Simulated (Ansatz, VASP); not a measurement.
**CsCl in VASP and in Ansatz**

Contents of POSCAR:

```
CsCl
1.0
    4.1287998045      0.0000000000      0.0000000000
    0.0000000000      4.1287998045      0.0000000000
    0.0000000000      0.0000000000      4.1287998045
Cs Cl
1 1
Direct
    0.0000000000      0.0000000000      0.0000000000
    0.5000000000      0.5000000000      0.5000000000
```

INCAR.step1

```
PREC = Accurate ; ENCUT = 400
EDIFF = 1E-5 ; ISMEAR = -1
SIGMA = 0.05 ; LREAL = False
LASPH = True ; NELM = 120
ALGO = Normal ; ISIF = 2
LWAVE = True ; NBANDS = 15
GGA = PE ; GGA_COMPAT = False
```

INCAR.step2

```
PREC = Accurate ; ENCUT = 400
EDIFF = 1E-6 ; ISMEAR = -1
SIGMA = 0.05 ; LREAL = False
LASPH = True ; NELM = 120
ALGO = Normal ; ISIF = 2
LWAVE = False ; LCHARG = True
GGA = PE ; LHFCALC = True
HFSCREEN = 0.2079 ; PRECFOCK = Normal
LELF = True ; LVHAR = True
NBANDS = 15 ; ISTART = 1
GGA_COMPAT = False
```

The input KPOINTS:

```
regular mesh
0
Gamma
  4 4 4
```

Input for Ansatz:

```yaml
crystal:
  lattice:
    - [4.128799804465, 0.0, 0.0]
    - [0.0, 4.128799804465, 0.0]
    - [0.0, 0.0, 4.128799804465]
  atoms:
    - { symbol: Cs, position: [0.0, 0.0, 0.0] }
    - { symbol: Cl, position: [0.5, 0.5, 0.5] }
kpoints:
  mp_grid: { grid: [4, 4, 4] }
hamiltonian:
  xc: hse06
  pseudopotentials:
    kind: paw
    azcp:
      Cl: "pseudopotentials/pbe/paw/ansatz_paw_generated_hard_1/Cl.paw.azcp"
      Cs: "pseudopotentials/pbe/paw/ansatz_paw_generated_hard_1/Cs.paw.azcp"
scf:
  occupations: { method: fermi_dirac, width: 0.05 }
  convergence: { dr2_threshold: "1e-10 eV" }
  exx: { energy_threshold: "2e-8 eV", singularity: regularized }
output:
  forces: true
  stress: true
  eigenvalues: true
```

Alike in both runs: task single point; functional HSE06; k mesh 4 × 4 × 4; occupations fermi-dirac, width 0.05 eV; no spin polarisation.

|  | VASP | Ansatz |
| --- | --- | --- |
| version | VASP 6.6.1 | Ansatz 0.2.0 development build |
| potentials or method | VASP PAW PBE potentials, release 64 (Cs_sv, Cl) | plane waves, PAW datasets (generated hard set |
| plane-wave cutoff (eV) | 400 | 700 |
| valence electrons in the cell | 16 | 26 |

|  | VASP | Ansatz | Ansatz less VASP |
| --- | --- | --- | --- |
| gap on the k mesh at the Fermi level (eV) | 6.56 | 6.57 | +0.012 |

The functional is the same, so the differences come from potentials, cutoffs and numerics. VASP's potentials hold 16 valence electrons a cell and Ansatz's 26, so a difference there can come from the potentials and not from the codes.

Neither program's run includes spin-orbit coupling.
